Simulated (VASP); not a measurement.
Runs of VASP 6.6.1 on HfN. The structure is that of space group Fm-3m (No. 225), or close to it. The cells are those of the table. 

```tsv
task	cell	cutoff (eV)	gap on the mesh (eV)	pressure (GPa)
single point	a = 3.179, b = 3.179, c = 3.163 Å, angles 60.2, 60.2, 59.7°, 2 atoms	600	none	(b)
single point	a = 3.205 Å, angles 60.0°, 2 atoms	520	none	(a)
single point	a = 3.216 Å, angles 60.0°, 2 atoms	600	none	-10.4
single point	a = 3.237 Å, angles 60.0°, 2 atoms	520	none	-14.8
electric field gradients	a = 3.216 Å, angles 60.0°, 2 atoms	520	none	-10.3
single point	a = 3.227 Å, angles 58.7°, 2 atoms	520	none	-5.1
single point	a = 3.173 Å, angles 60.0°, 2 atoms	520	none	0.5
electric field gradients	a = 3.179, b = 3.179, c = 3.195 Å, angles 59.8, 59.8, 60.3°, 2 atoms	520	none	-2.3
electric field gradients	a = 3.211, b = 3.211, c = 3.227 Å, angles 59.8, 59.8, 60.3°, 2 atoms	520	none	-10.2
electric field gradients	a = 3.129 Å, angles 60.0°, 2 atoms	520	none	13.9
electric field gradients	a = 3.227 Å, angles 58.7°, 2 atoms	520	none	-5.1
single point	a = 3.152 Å, angles 60.0°, 2 atoms	600	none	6.8
```

Alike in all rows: level PBEsol; potentials or basis VASP PAW PBE potentials, release 64 (Hf_pv, N); no spin polarisation; k mesh 10 × 10 × 10; smearing fermi-dirac 0.01 eV.

**Question.** Estimate the missing entries.

**Answer.** (a) -7.8; (b) 0.4.

Caveats: the PAW data sets were made with another functional, which shifts forces and pressure a little; spin-orbit coupling is left out, which moves the levels of the heavy elements.

A k mesh can miss the band edges, and the runs leave out spin-orbit coupling on Hf.

A gap of «none» marks levels without a gap at the run's occupations.
